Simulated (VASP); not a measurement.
# Ca (Fm-3m) in VASP: further runs

Ca is run at these levels: PBEsol; tasks: electric field gradients.

All numbers are computed with VASP 6.6.1; they aren't measurements. Logs are shortened: lines on timing, memory, paths and dates and some standing lists are left out, and cuts for length are marked.

**1. The cell of the first run**

Symmetry: Fm-3m, No. 225, cubic system. The conventional cell has a = 5.588 Å, b = 5.588 Å, c = 5.588 Å, α = 90.00°, β = 90.00°, γ = 90.00°. Within 5.2 Å of Ca (site symmetry m-3m) lie 12 Ca at 3.95 Å.

**2. Electric field gradients, PBEsol**

The input, INCAR:

```
SYSTEM = Ca
  PREC = Accurate
  ENCUT = 520
  EDIFF = 1E-8
  ISMEAR = -1
  SIGMA = 0.05
  LREAL = .False.
  LASPH = .True.
  NELM = 80
  ALGO = Normal
  ISIF = 2
  LWAVE = .False.
  LCHARG = .False.
  GGA = PS
  LEFG = .True.
  NBANDS = 11
```

The input, KPOINTS:

```
Automatic mesh
0
Gamma
  11 11 11
  0 0 0
```

The input, POSCAR:

```
Ca
1.0
    0.0000000000      2.7942000000      2.7942000000
    2.7942000000      0.0000000000      2.7942000000
    2.7942000000      2.7942000000      0.0000000000
Ca
1
Direct
    0.0000000000      0.0000000000      0.0000000000
```

Potentials or basis: VASP PAW PBE potentials, release 64 (Ca_sv).

Run with:

```bash
> cat potpaw_PBE.64/Ca_sv/POTCAR > POTCAR
> mpirun -np 1 vasp_std > vasp.out
```

OUTCAR:

```text
SYSTEM = Ca
   PREC = Accurate
   ENCUT = 520
   EDIFF = 1E-8
   ISMEAR = -1
   LREAL = .False.
   LASPH = .True.
   NELM = 80
   ISIF = 2
   GGA = PS

 ion  position               nearest neighbor table
   1  0.000  0.000  0.000-

  LATTYP: Found a face centered cubic cell.
 ALAT       =     5.5884000000

  Lattice vectors:

 A1 = (   0.0000000000,   2.7942000000,   2.7942000000)
 A2 = (   2.7942000000,   0.0000000000,   2.7942000000)
 A3 = (   2.7942000000,   2.7942000000,   0.0000000000)

Analysis of symmetry for initial positions (statically):
=====================================================================
 Subroutine PRICEL returns:
 Original cell was already a primitive cell.

 Routine SETGRP: Setting up the symmetry group for a
 face centered cubic supercell.

 Subroutine GETGRP returns: Found 48 space group operations
 (whereof 48 operations were pure point group operations)
 out of a pool of 48 trial point group operations.

The static configuration has the point symmetry O_h .

Analysis of symmetry for dynamics (positions and initial velocities):
=====================================================================
 Subroutine PRICEL returns:
 Original cell was already a primitive cell.

 Routine SETGRP: Setting up the symmetry group for a
 face centered cubic supercell.

 Subroutine GETGRP returns: Found 48 space group operations
 (whereof 48 operations were pure point group operations)
 out of a pool of 48 trial point group operations.

The dynamic configuration has the point symmetry O_h .

 Subroutine INISYM returns: Found 48 space group operations
 (whereof 48 operations are pure point group operations),
 and found     1 'primitive' translations

----------------------------------------------------------------------------------------

                                     Primitive cell

  volume of cell :      43.6317

  direct lattice vectors                    reciprocal lattice vectors
     0.000000000  2.794200000  2.794200000    -0.178942094  0.178942094  0.178942094
     2.794200000  0.000000000  2.794200000     0.178942094 -0.178942094  0.178942094
     2.794200000  2.794200000  0.000000000     0.178942094  0.178942094 -0.178942094

  length of vectors
     3.951595536  3.951595536  3.951595536     0.309936799  0.309936799  0.309936799

  position of ions in fractional coordinates (direct lattice)
     0.000000000  0.000000000  0.000000000

  ion indices of the primitive-cell ions
   primitive index   ion index
                 1           1

----------------------------------------------------------------------------------------

 KPOINTS: Automatic mesh

Automatic generation of k-mesh.
 Grid dimensions read from file:
 generate k-points for:   11   11   11

 Generating k-lattice:

  Cartesian coordinates                     Fractional coordinates (reciprocal lattice)
    -0.016267463  0.016267463  0.016267463     0.090909091  0.000000000  0.000000000
     0.016267463 -0.016267463  0.016267463     0.000000000  0.090909091  0.000000000
     0.016267463  0.016267463 -0.016267463     0.000000000  0.000000000  0.090909091

  Length of vectors
     0.028176073  0.028176073  0.028176073

  Shift w.r.t. Gamma in fractional coordinates (k-lattice)
     0.000000000  0.000000000  0.000000000

 Subroutine IBZKPT returns following result:
 ===========================================

 Found     56 irreducible k-points:

 Following reciprocal coordinates:
            Coordinates               Weight
  0.000000  0.000000  0.000000      1.000000
  0.090909  0.000000  0.000000      8.000000
  0.181818  0.000000  0.000000      8.000000
  0.272727  0.000000  0.000000      8.000000
  0.363636  0.000000  0.000000      8.000000
  0.454545  0.000000  0.000000      8.000000
[... 16 lines left out ...]
 -0.272727  0.181818  0.000000     24.000000
 -0.181818  0.181818  0.000000     12.000000
 [... further k-points ...]
   k-points           NKPTS =     56   k-points in BZ     NKDIM =     56   number of bands    NBANDS=     11
   number of dos      NEDOS =    301   number of ions     NIONS =      1
   total plane-waves  NPLWV =  27000
   dimension x,y,z NGX =    30 NGY =   30 NGZ =   30
   dimension x,y,z NGXF=    60 NGYF=   60 NGZF=   60
   ions per type =               1
   NGX,Y,Z   is equivalent  to a cutoff of  12.62, 12.62, 12.62 a.u.
   NGXF,Y,Z  is equivalent  to a cutoff of  25.24, 25.24, 25.24 a.u.
 SYSTEM =  Ca
   PREC   = accura    normal or accurate (medium, high low for compatibility)
   ISTART =      0    job   : 0-new  1-cont  2-samecut
   ICHARG =      2    charge: 1-file 2-atom 10-const
   ISPIN  =      1    spin polarized calculation?
   LNONCOLLINEAR =      F non collinear calculations
   LSORBIT =      F    spin-orbit coupling
   LASPH  =      T    aspherical Exc in radial PAW
   ENCUT  =  520.0 eV  38.22 Ry    6.18 a.u.   7.35  7.35  7.35*2*pi/ulx,y,z
   NELM   =     80;   NELMIN=  2; NELMDL= -5     # of ELM steps
   EDIFF  = 0.1E-07   stopping-criterion for ELM
   LREAL  =      F    real-space projection
   EDIFFG = 0.1E-06   stopping-criterion for IOM
   NSW    =      0    number of steps for IOM
   IBRION =     -1    ionic relax: 0-MD 1-quasi-New 2-CG
   NFREE  =      0    steps in history (QN), initial steepest desc. (CG)
   ISIF   =      2    stress and relaxation
   ISYM   =      2    0-nonsym 1-usesym 2-fastsym
   POTIM  = 0.5000    time-step for ionic-motion
   TEBEG  =    0.0;   TEEND  =   0.0 temperature during run
   PSTRESS=    0.0 pullay stress
   NELECT =      10.0000    total number of electrons
   NUPDOWN=      -1.0000    fix difference up-down
   EMIN   =  10.00;   EMAX   =-10.00  energy-range for DOS
   EFERMI =   0.00;   METHOD = LEGACY
   ISMEAR =    -1;   SIGMA  =   0.05  broadening in eV -4-tet -1-fermi 0-gaus
   EFERMI_NEDOS =   21; number of points for ismear=-14 and -15
   IALGO  =     38    algorithm
   IMIX   =      4    mixing-type and parameters
     AMIX     =   0.40;   BMIX     =  1.00
     AMIX_MAG =   1.60;   BMIX_MAG =  1.00
  volume/ion in A,a.u.               =      43.63       294.44
  Fermi-wavevector in a.u.,A,eV,Ry     =   1.001861  1.893242 13.656506  1.003725
  Thomas-Fermi vector in A             =   2.134310
   LORBIT       =      0    0 simple, 1 ext, 2 COOP (PROOUT), +10 PAW based schemes
   GGA     = PS    functional components
   LHFCALC =     F    Hartree Fock is set to
   AEXX    =    0.0000 exact exchange contribution
   IVDW    =     0    specifies the selected vdW correction
   LEPSILON=     F    determine dielectric tensor
   LRPA    =     F    only Hartree local field effects (RPA)
 non-spin polarized calculation
  energy-cutoff  :      520.00
  volume of cell :       43.63
 maximum number of plane-waves:      1211
 NGX is ok and might be reduce to    30
   NGX = 15   NGY = 15   NGZ = 15

 number of electron      10.0000000 magnetization

 number of electron       9.9999997 magnetization

 Free energy of the ion-electron system (eV)
  ---------------------------------------------------
  ext. energy  EPLUGINS =         0.00000000
  ---------------------------------------------------
  free energy    TOTEN  =        -2.12882440 eV

  energy without entropy =       -2.11764286  energy(sigma->0) =       -2.12323363

 E-fermi :   1.7575     XC(G=0):  -7.7052

 val. band max:        1.6784507801   @ k =  -0.3636   0.4545   0.0909
 cond. band min:       1.7628560697   @ k =   0.4545   0.0000   0.0000
 fundamental gap:      0.0844052897
 Fermi energy:         1.7575283720

 k-point     1 :       0.0000    0.0000    0.0000
  band No.  band energies     occupation
      1     -40.1586      2.00000
      2     -21.1543      2.00000
      3     -21.1543      2.00000
      4     -21.1543      2.00000
      5      -2.2119      2.00000
      6       4.0435      0.00000
      7       4.0435      0.00000
      8       4.0435      0.00000
      9       5.0799      0.00000
     10       5.0799      0.00000
     11      10.7473      0.00000

 k-point     2 :       0.0909    0.0000    0.0000
  band No.  band energies     occupation
      1     -40.1577      2.00000
      2     -21.1643      2.00000
      3     -21.1557      2.00000
      4     -21.1557      2.00000
      5      -2.0743      2.00000
      6       3.8979      0.00000
      7       4.0945      0.00000
      8       4.0945      0.00000
      9       5.0370      0.00000
     10       5.0370      0.00000
     11      10.8865      0.00000
[... 295 lines left out ...]
 k-point    24 :      -0.1818    0.1818    0.0000
  band No.  band energies     occupation
      1     -40.1507      2.00000
      2     -21.2226      2.00000
      3     -21.1833      2.00000
      4     -21.1631      2.00000
      5      -0.8288      2.00000
      6       3.0642      0.00000
      7       3.8012      0.00000
      8       4.5319      0.00000
      9       4.5933      0.00000
     10       5.5468      0.00000
     11       8.9940      0.00000

 [... further k-points ...]

------------------------ aborting loop because EDIFF is reached ----------------------------------------

  FORCE on cell =-STRESS in cart. coord.  units (eV):
  Direction    XX          YY          ZZ          XY          YZ          ZX
  --------------------------------------------------------------------------------------
  -------------------------------------------------------------------------------------
  Total       -0.3155763     -0.3155763     -0.3155763      0.0000000      0.0000000      0.0000000
  in kB      -11.5881089    -11.5881089    -11.5881089      0.0000000      0.0000000      0.0000000
  external PRESSURE =     -11.5881089 kB  Pullay stress =       0.0000000 kB

 VOLUME and BASIS-vectors are now :
 -----------------------------------------------------------------------------
  energy-cutoff  :      520.00
  volume of cell :       43.63
      direct lattice vectors                 reciprocal lattice vectors
     0.000000000  2.794200000  2.794200000    -0.178942094  0.178942094  0.178942094
     2.794200000  0.000000000  2.794200000     0.178942094 -0.178942094  0.178942094
     2.794200000  2.794200000  0.000000000     0.178942094  0.178942094 -0.178942094

 POSITION                                       TOTAL-FORCE (eV/Angst)
 -----------------------------------------------------------------------------------
      0.00000      0.00000      0.00000        -0.000000      0.000000     -0.000000
 -----------------------------------------------------------------------------------
    total drift:                               -0.000000     -0.000000      0.000000

  FREE ENERGIE OF THE ION-ELECTRON SYSTEM (eV)
  ---------------------------------------------------
  free  energy   TOTEN  =        -2.1288244013 eV

  energy  without entropy=       -2.1176428555  energy(sigma->0) =       -2.12323363

 Electric field gradients (V/A^2)
---------------------------------------------------------------------
 ion       V_xx      V_yy      V_zz      V_xy      V_xz      V_yz
---------------------------------------------------------------------
   1       0.000    -0.000     0.000     0.000     0.000     0.000
---------------------------------------------------------------------

 Electric field gradients after diagonalization (V/A^2)
 (convention: |V_zz| > |V_xx| > |V_yy|)
----------------------------------------------------------------------
 ion       V_xx      V_yy      V_zz     asymmetry (V_yy - V_xx)/ V_zz
----------------------------------------------------------------------
   1      -0.000    -0.000     0.001       0.000
----------------------------------------------------------------------

           NMR quadrupolar parameters

 Cq : quadrupolar parameter    Cq=e*Q*V_zz/h
 eta: asymmetry parameters     (V_yy - V_xx)/ V_zz
 Q  : nuclear electric quadrupole moment in mb (millibarn)
----------------------------------------------------------------------
 ion       Cq(MHz)       eta       Q (mb)
----------------------------------------------------------------------
   1       0.000       0.000       1.000
----------------------------------------------------------------------
```

Run time: 26 s. Hardware: 1 thread of Intel Xeon Platinum 8259CL at 2.50GHz (Skylake/Cascade Lake), shared host; peak memory 0.18 GiB.

What came out:

```yaml
Free_energy: -2.1288 eV
Pressure: -1.2 GPa
Band_gap_on_the_k_mesh: zero (bands 5 and 6 overlap by 0.30 eV)
Largest_electric_field_gradient_by_atom: under 0.05 V/Å² on every atom
```

Levels at points of the mesh, in eV from the Fermi level:
| k point | band 1 | band 2 | band 3 | band 4 | band 5 | band 6 | band 7 | band 8 | band 9 | band 10 |
| --- | --- | --- | --- | --- | --- | --- | --- | --- | --- | --- |
| (0.00, 0.00, 0.00) | -41.92 | -22.91 | -22.91 | -22.91 | -3.97 | 2.29 | 2.29 | 2.29 | 3.32 | 3.32 |

Caveat: the PAW data sets were made with another functional, which shifts forces and pressure a little.

**3. Electric field gradients, PBEsol (42.76 Å³/atom)**

This run uses another cell than the first one, of 42.76 Å³/atom.

The input, INCAR:

```
PREC = Accurate ; ENCUT = 520
EDIFF = 1E-8 ; ISMEAR = -1
SIGMA = 0.05 ; LREAL = False
LASPH = True ; NELM = 80
ALGO = Normal ; ISIF = 2
LWAVE = False ; LCHARG = False
GGA = PS ; LEFG = True
NBANDS = 11
```

The input, KPOINTS:

```
Automatic mesh
0
Gamma
  11 11 11
```

The input, POSCAR:

```
Ca
1.0
    0.0000000000      2.7754464148      2.7754464148
    2.7754464148      0.0000000000      2.7754464148
    2.7754464148      2.7754464148      0.0000000000
Ca
1
Direct
    0.0000000000      0.0000000000      0.0000000000
```

Potentials or basis: VASP PAW PBE potentials, release 64 (Ca_sv).

Run with:

```bash
> cat potpaw_PBE.64/Ca_sv/POTCAR > POTCAR
> mpirun -np 1 vasp_std > vasp.out
```

OUTCAR:

```text
PREC = Accurate
   ENCUT = 520
   EDIFF = 1E-8
   ISMEAR = -1
   LREAL = False
   LASPH = True
   NELM = 80
   ISIF = 2
   GGA = PS

 ion  position               nearest neighbor table
   1  0.000  0.000  0.000-

  LATTYP: Found a face centered cubic cell.
 ALAT       =     5.5508928296

  Lattice vectors:

 A1 = (   0.0000000000,   2.7754464148,   2.7754464148)
 A2 = (   2.7754464148,   0.0000000000,   2.7754464148)
[... 544 lines left out ...]
    total drift:                               -0.000000     -0.000000     -0.000000

  FREE ENERGIE OF THE ION-ELECTRON SYSTEM (eV)
  ---------------------------------------------------
  free  energy   TOTEN  =        -2.1341738221 eV

  energy  without entropy=       -2.1230973988  energy(sigma->0) =       -2.12863561

 Electric field gradients (V/A^2)
---------------------------------------------------------------------
 ion       V_xx      V_yy      V_zz      V_xy      V_xz      V_yz
---------------------------------------------------------------------
   1      -0.000     0.000    -0.000     0.000     0.000     0.000
---------------------------------------------------------------------

 Electric field gradients after diagonalization (V/A^2)
 (convention: |V_zz| > |V_xx| > |V_yy|)
----------------------------------------------------------------------
 ion       V_xx      V_yy      V_zz     asymmetry (V_yy - V_xx)/ V_zz
----------------------------------------------------------------------
   1      -0.000    -0.000     0.000       0.000
----------------------------------------------------------------------

           NMR quadrupolar parameters

 Cq : quadrupolar parameter    Cq=e*Q*V_zz/h
 eta: asymmetry parameters     (V_yy - V_xx)/ V_zz
 Q  : nuclear electric quadrupole moment in mb (millibarn)
----------------------------------------------------------------------
 ion       Cq(MHz)       eta       Q (mb)
----------------------------------------------------------------------
   1       0.000       0.000       1.000
----------------------------------------------------------------------
```

Run time: 36 s. Hardware: 1 thread of AMD EPYC 7R43 (Zen 3), shared host; peak memory 0.14 GiB.

What came out:

```yaml
Free_energy: -2.1342 eV
Pressure: -0.9 GPa
Band_gap_on_the_k_mesh: zero (bands 5 and 6 overlap by 0.28 eV)
Largest_electric_field_gradient_by_atom: under 0.05 V/Å² on every atom
```

Caveat: the PAW data sets were made with another functional, which shifts forces and pressure a little.

(Continued in part 2 of 2.)

The gap in the log of VASP goes by the Fermi energy; the results here count the filled bands.